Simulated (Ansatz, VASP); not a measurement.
One calculation of BP, two programs

File INCAR:

```
ALGO = Normal
EDIFF = 1E-6
ENCUT = 520
GGA = PE
ISIF = 2
ISMEAR = -1
LASPH = T
LCHARG = F
LREAL = F
LWAVE = F
NBANDS = 11
NELM = 100
PREC = Accurate
SIGMA = 0.08
```

KPOINTS

```
k-points
0
Gamma
  15 15 15
```

File POSCAR:

```
BP
1.0
    0.0000000000      1.9598421562      1.9598421562
    1.9598421562      0.0000000000      1.9598421562
    1.9598421562      1.9598421562      0.0000000000
B P
1 1
Direct
    0.0000000000      0.0000000000      0.0000000000
    0.2500000000      0.2500000000      0.2500000000
```

Input for Ansatz:

```yaml
crystal:
  lattice:
    - [0.0, 1.9598421562, 1.9598421562]
    - [1.9598421562, 0.0, 1.9598421562]
    - [1.9598421562, 1.9598421562, 0.0]
  atoms:
    - { symbol: B, position: [0.0, 0.0, 0.0] }
    - { symbol: P, position: [0.25, 0.25, 0.25] }
kpoints:
  mp_grid: { grid: [15, 15, 15] }
scf:
  occupations: { method: fermi_dirac, width: 0.08 }
hamiltonian:
  xc: pbe
  pseudopotentials: { kind: all_electron, lapw: { basis_error: 0.001 } }
output:
  forces: true
  stress: true
  eigenvalues: true
  populations: true
```

Change from the starting cell: volume scaled by 0.64, LAPW.

Alike in both runs: task single point; functional PBE; k mesh 15 × 15 × 15; occupations fermi-dirac, width 0.08 eV; no spin polarisation.

```csv
,VASP,Ansatz
version,VASP 6.6.1,Ansatz 0.2.0
potentials or method,"VASP PAW PBE potentials, release 64 (B, P), cutoff 520 eV","all-electron LAPW, scalar-relativistic"
```

```csv
,VASP,Ansatz,Ansatz less VASP
pressure (GPa),162.5,163.2,+0.69
```

Both programs put the cell under a high pressure, so it lies far from rest at this level. Ansatz ran all-electron here, and VASP with PAW potentials.

Noted on VASP's run: the cell as given lies far from equilibrium.
